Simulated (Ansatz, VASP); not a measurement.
# Al2SiCl2: VASP beside Ansatz

```
Al Si Cl
1.0
     0.00000    4.09452    0.00000
    -2.04726   -2.04726    5.93389
     8.18904    0.00000    0.00000
Al Si Cl
4 2 4
Direct
  0.39087 0.78175 0.19544
  0.39087 0.78175 0.69544
  0.60913 0.21825 0.30456
  0.60913 0.21825 0.80456
  0.00000 0.00000 0.00000
  0.00000 0.00000 0.50000
  0.75000 0.50000 0.12500
  0.75000 0.50000 0.62500
  0.25000 0.50000 0.37500
  0.25000 0.50000 0.87500
```

Alike in both runs: task single point; functional PBE; k mesh 6 × 6 × 4; occupations gaussian, width 0.2 eV; no spin polarisation.

```csv
,VASP,Ansatz
version,VASP 6.6.1,Ansatz 0.2.0
potentials or method,"VASP PAW PBE potentials, release 64 (Al, Si, Cl), cutoff 520 eV","scalar-relativistic, plane waves, PAW"
valence electrons in the cell,48,48
```

|  | VASP | Ansatz | Ansatz less VASP |
| --- | --- | --- | --- |
| gap on the k mesh at the Fermi level (eV) | none | none | - |
| pressure (GPa) | 0.1 | 0.1 | +0.03 |
| traceless stress, the component that is largest in VASP (GPa) | 0.50 | 0.44 | -0.055 |
| rms of the force components (eV/Å) | 0.027 | 0.027 | +0.0005 |

Atom by atom the forces differ by 0.001 eV/Å (rms over components). A gap of «none» marks a metal or a gap that the smearing closes.
